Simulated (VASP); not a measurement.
# BN (a cell with a defect) in VASP: notebook

Runs on BN (a cell with a defect). Level: PBE. Tasks: single point.

Everything below comes from runs of VASP 6.6.1. Logs are shortened: lines on timing, memory, paths and dates and some standing lists are left out, and cuts for length are marked.

## Step 1: The cell of the first run

The cell holds a defect, 34 atoms: a = 7.465 Å, b = 7.465 Å, c = 6.495 Å, α = 90.00°, β = 90.00°, γ = 120.00°.

## Step 2: Single point, PBE

The input, INCAR:

```
SYSTEM = BN
PREC = Accurate
ENCUT = 520
EDIFF = 1E-6
ISMEAR = 0
SIGMA = 0.01
LREAL = Auto
LASPH = .TRUE.
NELM = 120
ALGO = Normal
ISIF = 2
LWAVE = .FALSE.
LCHARG = .FALSE.
GGA = PE
NBANDS = 91
GGA_COMPAT = .FALSE.
ISYM = -1
```

The input, KPOINTS:

```
explicit points
1
Reciprocal
  0.25000000   0.25000000   0.25000000 1
```

The input, POSCAR:

```
BN
1.0
    7.4650312800      0.0000000000      0.0000000000
   -3.7325156400      6.4649067300      0.0000000000
    0.0000000000      0.0000000000      6.4954828800
B N
17 17
Direct
    0.1152532431      0.2214421614      0.2507878424
    0.2318966492      0.1027831732      0.7509812465
    0.1149827889      0.5543062846      0.2507973983
    0.2321478233      0.4436471764      0.7504494482
    0.1148322547      0.8877400741      0.2505726830
    0.2129572130      0.7665226263      0.7502999707
    0.4487218058      0.2218104230      0.2508149798
    0.5313557066      0.1055568519      0.7507555811
    0.4487308973      0.5544118099      0.2508323288
    0.4485307752      0.8877959922      0.2508092455
    0.5597550963      0.7844314476      0.7503443813
    0.7817616364      0.2214008804      0.2510959633
    0.8901476257      0.1191149272      0.7510812508
    0.7811494006      0.5543782678      0.2507536369
    0.8722470664      0.4413681141      0.7509210682
    0.7816688183      0.8877860330      0.2508697257
    0.8803988357      0.7795453005      0.7513887324
    0.1236508644      0.2201356253      0.7508200830
    0.2258071972      0.1103844123      0.2504429790
    0.1044232005      0.5463493469      0.7501357842
    0.2258166374      0.4437363737      0.2507497785
    0.1072277426      0.8828942426      0.7507341131
    0.2258055908      0.7770780887      0.2506498664
    0.5591098663      0.1104676519      0.2510757684
    0.4518644717      0.5706843061      0.7493489992
    0.5590121069      0.4436850127      0.2508075103
    0.4363480593      0.8865513441      0.7501932443
    0.5592937885      0.7772778639      0.2508286849
    0.7611234418      0.2199870148      0.7511038109
    0.8926152389      0.1106679289      0.2511571881
    0.7728273424      0.5640202031      0.7524149420
    0.8923805912      0.4437977822      0.2509087770
    0.7814783681      0.9008194045      0.7511551052
    0.8924446910      0.7772220346      0.2505900486
```

Potentials or basis: VASP PAW PBE potentials, release 64 (B, N).

Started as:

```sh
$ cat potpaw_PBE.64/B/POTCAR potpaw_PBE.64/N/POTCAR > POTCAR
$ mpirun -np 1 vasp_std > vasp.out
```

OUTCAR:

```text
SYSTEM = BN
   PREC = Accurate
   ENCUT = 520
   EDIFF = 1E-6
   ISMEAR = 0
   LREAL = Auto
   LASPH = .TRUE.
   NELM = 120
   ISIF = 2
   GGA = PE
   ISYM = -1

 ion  position               nearest neighbor table
   1  0.115  0.221  0.251-  19 1.43  21 1.44  30 1.44
   2  0.232  0.103  0.751-  22 1.43  18 1.46
   3  0.115  0.554  0.251-  21 1.43  32 1.44  23 1.44
   4  0.232  0.444  0.750-  25 1.43  18 1.45  20 1.49
   5  0.115  0.888  0.251-  23 1.43  34 1.44  19 1.44
   6  0.213  0.767  0.750-  20 1.42  22 1.44  27 1.45
   7  0.449  0.222  0.251-  24 1.43  26 1.43  19 1.44
   8  0.531  0.106  0.751-  27 1.42  29 1.49
   9  0.449  0.554  0.251-  26 1.43  28 1.44  21 1.44
  10  0.449  0.888  0.251-  28 1.43  24 1.44  23 1.44
  11  0.560  0.784  0.750-  25 1.38  33 1.43  27 1.46
  12  0.782  0.221  0.251-  30 1.43  32 1.44  24 1.44
  13  0.890  0.119  0.751-  33 1.41  29 1.49  18 1.51
  14  0.781  0.554  0.251-  32 1.43  26 1.44  34 1.44
[... 8 lines left out ...]
  23  0.226  0.777  0.251-   5 1.43  10 1.44   3 1.44
  24  0.559  0.110  0.251-   7 1.43  12 1.44  10 1.44
  25  0.452  0.571  0.749-  11 1.38   4 1.43
  26  0.559  0.444  0.251-   9 1.43   7 1.43  14 1.44
  27  0.436  0.887  0.750-   8 1.42   6 1.45  11 1.46
  28  0.559  0.777  0.251-  10 1.43  16 1.44   9 1.44
  29  0.761  0.220  0.751-  15 1.43   8 1.49  13 1.49
  30  0.893  0.111  0.251-  12 1.43   1 1.44  16 1.44
  31  0.773  0.564  0.752-  17 1.39  15 1.44
  32  0.892  0.444  0.251-  14 1.43  12 1.44   3 1.44
  33  0.781  0.901  0.751-  13 1.41  17 1.43  11 1.43
  34  0.892  0.777  0.251-  16 1.43   5 1.44  14 1.44

IMPORTANT INFORMATION: All symmetrisations will be switched off!
NOSYMM: (Re-)initialisation of all symmetry stuff for point group C_1.

----------------------------------------------------------------------------------------

                                     Primitive cell

  volume of cell :     313.4768

  direct lattice vectors                    reciprocal lattice vectors
     7.465031280  0.000000000  0.000000000     0.133957912  0.077340636  0.000000000
    -3.732515640  6.464906730  0.000000000     0.000000000  0.154681273  0.000000000
     0.000000000  0.000000000  6.495482880     0.000000000  0.000000000  0.153953142

  length of vectors
     7.465031280  7.465031281  6.495482880     0.154681273  0.154681273  0.153953142

  position of ions in fractional coordinates (direct lattice)
     0.115253243  0.221442161  0.250787842
     0.231896649  0.102783173  0.750981246
     0.114982789  0.554306285  0.250797398
     0.232147823  0.443647176  0.750449448
     0.114832255  0.887740074  0.250572683
     0.212957213  0.766522626  0.750299971
[... 26 lines left out ...]
     0.781478368  0.900819404  0.751155105
     0.892444691  0.777222035  0.250590049

  ion indices of the primitive-cell ions
   primitive index   ion index
                 1           1
                 2           2
                 3           3
                 4           4
                 5           5
                 6           6
[... 26 lines left out ...]
                33          33
                34          34

----------------------------------------------------------------------------------------

 KPOINTS: explicit points

Read explicit list of k-points.

 Found      1 k-points:

 Following reciprocal coordinates:
            Coordinates               Weight
  0.250000  0.250000  0.250000      1.000000
   k-points           NKPTS =      1   k-points in BZ     NKDIM =      1   number of bands    NBANDS=     91
   number of dos      NEDOS =    301   number of ions     NIONS =     34
   total plane-waves  NPLWV = 150528
   dimension x,y,z NGX =    56 NGY =   56 NGZ =   48
   dimension x,y,z NGXF=   112 NGYF=  112 NGZF=   96
   ions per type =              17  17
   NGX,Y,Z   is equivalent  to a cutoff of  12.47, 12.47, 12.29 a.u.
   NGXF,Y,Z  is equivalent  to a cutoff of  24.94, 24.94, 24.57 a.u.
 SYSTEM =  BN
   PREC   = accura    normal or accurate (medium, high low for compatibility)
   ISTART =      0    job   : 0-new  1-cont  2-samecut
   ICHARG =      2    charge: 1-file 2-atom 10-const
   ISPIN  =      1    spin polarized calculation?
   LNONCOLLINEAR =      F non collinear calculations
   LSORBIT =      F    spin-orbit coupling
   LASPH  =      T    aspherical Exc in radial PAW
   ENCUT  =  520.0 eV  38.22 Ry    6.18 a.u.  13.88 13.88 12.08*2*pi/ulx,y,z
   NELM   =    120;   NELMIN=  2; NELMDL= -5     # of ELM steps
   EDIFF  = 0.1E-05   stopping-criterion for ELM
   LREAL  =      T    real-space projection
   EDIFFG = 0.1E-04   stopping-criterion for IOM
   NSW    =      0    number of steps for IOM
   IBRION =     -1    ionic relax: 0-MD 1-quasi-New 2-CG
   NFREE  =      0    steps in history (QN), initial steepest desc. (CG)
   ISIF   =      2    stress and relaxation
   ISYM   =     -1    0-nonsym 1-usesym 2-fastsym
   POTIM  = 0.5000    time-step for ionic-motion
   TEBEG  =    0.0;   TEEND  =   0.0 temperature during run
   PSTRESS=    0.0 pullay stress
   NELECT =     136.0000    total number of electrons
   NUPDOWN=      -1.0000    fix difference up-down
   EMIN   =  10.00;   EMAX   =-10.00  energy-range for DOS
   EFERMI =   0.00;   METHOD = LEGACY
   ISMEAR =     0;   SIGMA  =   0.01  broadening in eV -4-tet -1-fermi 0-gaus
   EFERMI_NEDOS =   21; number of points for ismear=-14 and -15
   IALGO  =     38    algorithm
   IMIX   =      4    mixing-type and parameters
     AMIX     =   0.40;   BMIX     =  1.00
     AMIX_MAG =   1.60;   BMIX_MAG =  1.00
  volume/ion in A,a.u.               =       9.22        62.22
  Fermi-wavevector in a.u.,A,eV,Ry     =   1.239327  2.341989 20.897626  1.535932
  Thomas-Fermi vector in A             =   2.373815
   LORBIT       =      0    0 simple, 1 ext, 2 COOP (PROOUT), +10 PAW based schemes
   GGA     = PE    functional components
   LHFCALC =     F    Hartree Fock is set to
   AEXX    =    0.0000 exact exchange contribution
   IVDW    =     0    specifies the selected vdW correction
   LEPSILON=     F    determine dielectric tensor
   LRPA    =     F    only Hartree local field effects (RPA)
 non-spin polarized calculation
 Gauss-broadening in eV      SIGMA  =   0.01
  energy-cutoff  :      520.00
  volume of cell :      313.48
 maximum number of plane-waves:      8452
 NGX is ok and might be reduce to    56
   NGX = 27   NGY = 27   NGZ = 25

 number of electron     136.0000000 magnetization

 Free energy of the ion-electron system (eV)
  ---------------------------------------------------
  ext. energy  EPLUGINS =         0.00000000
  ---------------------------------------------------
  free energy    TOTEN  =      -289.80012108 eV

  energy without entropy =     -289.80012108  energy(sigma->0) =     -289.80012108

 E-fermi :   1.9727     XC(G=0): -10.0137

 val. band max:        1.8861217098   @ k =   0.2500   0.2500   0.2500
 cond. band min:       2.6334948748   @ k =   0.2500   0.2500   0.2500
 fundamental gap:      0.7473731649
 Fermi energy:         1.9726691835

 k-point     1 :       0.2500    0.2500    0.2500
  band No.  band energies     occupation
      1     -15.3173      2.00000
      2     -15.1118      2.00000
      3     -14.8480      2.00000
      4     -14.7017      2.00000
      5     -14.6304      2.00000
      6     -14.1446      2.00000
[... 72 lines left out ...]
     79       8.7216      0.00000
     80       9.0007      0.00000
 [bands above 80 left out]

------------------------ aborting loop because EDIFF is reached ----------------------------------------

  FORCE on cell =-STRESS in cart. coord.  units (eV):
  Direction    XX          YY          ZZ          XY          YZ          ZX
  --------------------------------------------------------------------------------------
  -------------------------------------------------------------------------------------
  Total       -9.4287991     25.5805054      6.0588739     -0.6784740     -0.0239011      0.0821707
  in kB      -48.1905215    130.7417713     30.9668592     -3.4676757     -0.1221584      0.4199739
  external PRESSURE =      37.8393697 kB  Pullay stress =       0.0000000 kB

 VOLUME and BASIS-vectors are now :
 -----------------------------------------------------------------------------
  energy-cutoff  :      520.00
  volume of cell :      313.48
      direct lattice vectors                 reciprocal lattice vectors
     7.465031280  0.000000000  0.000000000     0.133957912  0.077340636  0.000000000
    -3.732515640  6.464906730  0.000000000     0.000000000  0.154681273  0.000000000
     0.000000000  0.000000000  6.495482880     0.000000000  0.000000000  0.153953142

 POSITION                                       TOTAL-FORCE (eV/Angst)
 -----------------------------------------------------------------------------------
      0.03383      1.43160      1.62899        -0.003561     -0.000473     -0.000068
      1.34748      0.66448      4.87799         0.024668      0.017098     -0.002983
     -1.21061      3.58354      1.62905        -0.003102     -0.002255     -0.000045
      0.07707      2.86814      4.87453        -0.006374     -0.010854     -0.004266
     -2.45628      5.73916      1.62759        -0.001562     -0.000321     -0.000173
     -1.27133      4.95550      4.87356         0.000085     -0.005820      0.000067
[... 26 lines left out ...]
      2.47144      5.82371      4.87912         0.004727     -0.004531     -0.001988
      3.76113      5.02467      1.62770         0.001686     -0.000867      0.001179
 -----------------------------------------------------------------------------------
    total drift:                               -0.003255      0.000289     -0.000660

  FREE ENERGIE OF THE ION-ELECTRON SYSTEM (eV)
  ---------------------------------------------------
  free  energy   TOTEN  =      -289.8001210773 eV

  energy  without entropy=     -289.8001210773  energy(sigma->0) =     -289.80012108
```

It took 1.7 min on 1 thread of Intel Xeon Platinum 8488C (Sapphire Rapids), shared host; peak memory 0.35 GiB.

Results:

| Quantity | Value |
| --- | --- |
| Free energy | -289.8001 eV |
| Pressure | 3.8 GPa |
| Largest force | 0.030 eV/Å |
| Band gap on the k mesh | 0.75 eV |

Forces in eV/Å, atoms in the order of the input:
```
B   -0.004  0.000  0.000
B    0.025  0.017 -0.003
B   -0.003 -0.002  0.000
B   -0.006 -0.011 -0.004
B   -0.002  0.000  0.000
B    0.000 -0.006  0.000
B   -0.001 -0.001 -0.001
B   -0.024  0.016  0.000
B   -0.002 -0.001 -0.001
B   -0.003  0.000  0.000
B    0.004  0.003  0.001
B   -0.004 -0.002  0.000
B    0.005  0.006 -0.002
B   -0.001 -0.002  0.000
B   -0.003 -0.002  0.002
B   -0.001  0.000  0.000
B   -0.008  0.002  0.001
N   -0.001  0.005  0.002
N    0.000 -0.002  0.003
N    0.007 -0.002  0.000
N    0.001  0.001  0.000
N   -0.003 -0.005  0.002
N   -0.003  0.000  0.001
N    0.000  0.002 -0.002
N    0.020 -0.009  0.004
N    0.002  0.001  0.002
N    0.003 -0.001 -0.003
N    0.002  0.001  0.000
N    0.007  0.000  0.003
N    0.002 -0.001 -0.003
N   -0.012 -0.004 -0.003
N   -0.001  0.002  0.002
N    0.005 -0.005 -0.002
N    0.002 -0.001  0.001
```

Stress tensor (GPa, compression positive):
```
-4.82 -0.35  0.04
-0.35 13.07 -0.01
 0.04 -0.01  3.10
```

Levels at points of the mesh, in eV from the valence-band top:
```csv
k point,band 64,band 65,band 66,band 67,band 68,band 69,band 70,band 71,band 72,band 73
"(0.25, 0.25, 0.25)",-0.49,-0.42,-0.14,-0.04,0.00,0.75,3.86,4.78,4.93,5.30
```

Caveat: semilocal functionals underestimate gaps, and a narrow one can read as zero.

## Step 3: Single point, PBE

The input, INCAR:

```
SYSTEM = BN
ALGO = Normal ; EDIFF = 1E-6
ENCUT = 520 ; GGA = PE
GGA_COMPAT = .FALSE. ; ISIF = 2
ISMEAR = 0 ; ISYM = -1
LASPH = .TRUE. ; LCHARG = .TRUE.
LELF = .TRUE. ; LREAL = Auto
LVHAR = .TRUE. ; LWAVE = .FALSE.
NBANDS = 91 ; NELM = 120
PREC = Accurate ; SIGMA = 0.01
```

KPOINTS is that of step 2.

POSCAR, as its differences from that of step 2:

```diff
@@ -2,5 +2,5 @@
 1.0
-    7.4650312800      0.0000000000      0.0000000000
-   -3.7325156400      6.4649067300      0.0000000000
-    0.0000000000      0.0000000000      6.4954828800
+    7.4650312844      0.0000000000      0.0000000000
+   -3.7325156422      6.4649067324      0.0000000000
+    0.0000000000      0.0000000000      6.4954828762
 B N
```

Potentials or basis: VASP PAW PBE potentials, release 64 (B, N).

Started as:

```sh
$ cat potpaw_PBE.64/B/POTCAR potpaw_PBE.64/N/POTCAR > POTCAR
$ mpirun -np 1 vasp_std > vasp.out
```

It took 2.1 min on 1 thread of Intel Xeon Platinum 8488C (Sapphire Rapids), shared host; peak memory 0.35 GiB.

Results (log left out):

* Free energy: -289.8001 eV
* Pressure: 3.8 GPa
* Largest force: 0.030 eV/Å
* Band gap on the k mesh: 0.75 eV

Forces on the atoms (eV/Å):
```
B   -0.004  0.000  0.000
B    0.025  0.017 -0.003
B   -0.003 -0.002  0.000
B   -0.006 -0.011 -0.004
B   -0.002  0.000  0.000
B    0.000 -0.006  0.000
B   -0.001 -0.001 -0.001
B   -0.024  0.016  0.000
B   -0.002 -0.001 -0.001
B   -0.003  0.000  0.000
B    0.004  0.003  0.001
B   -0.004 -0.002  0.000
B    0.005  0.006 -0.002
B   -0.001 -0.002  0.000
B   -0.003 -0.002  0.002
B   -0.001  0.000  0.000
B   -0.008  0.002  0.001
N   -0.001  0.005  0.002
N    0.000 -0.002  0.003
N    0.007 -0.002  0.000
N    0.001  0.001  0.000
N   -0.003 -0.005  0.002
N   -0.003  0.000  0.001
N    0.000  0.002 -0.002
N    0.020 -0.009  0.004
N    0.002  0.001  0.002
N    0.003 -0.001 -0.003
N    0.002  0.001  0.000
N    0.007  0.000  0.003
N    0.002 -0.001 -0.003
N   -0.012 -0.004 -0.003
N   -0.001  0.002  0.002
N    0.005 -0.005 -0.002
N    0.002 -0.001  0.001
```

Stress tensor (GPa, compression positive):
```
-4.82 -0.35  0.04
-0.35 13.07 -0.01
 0.04 -0.01  3.10
```

Levels at points of the mesh, in eV from the valence-band top:
| k point | band 64 | band 65 | band 66 | band 67 | band 68 | band 69 | band 70 | band 71 | band 72 | band 73 |
| --- | --- | --- | --- | --- | --- | --- | --- | --- | --- | --- |
| (0.25, 0.25, 0.25) | -0.49 | -0.42 | -0.14 | -0.04 | 0.00 | 0.75 | 3.86 | 4.78 | 4.93 | 5.30 |

Caveat: semilocal functionals underestimate gaps, and a narrow one can read as zero.
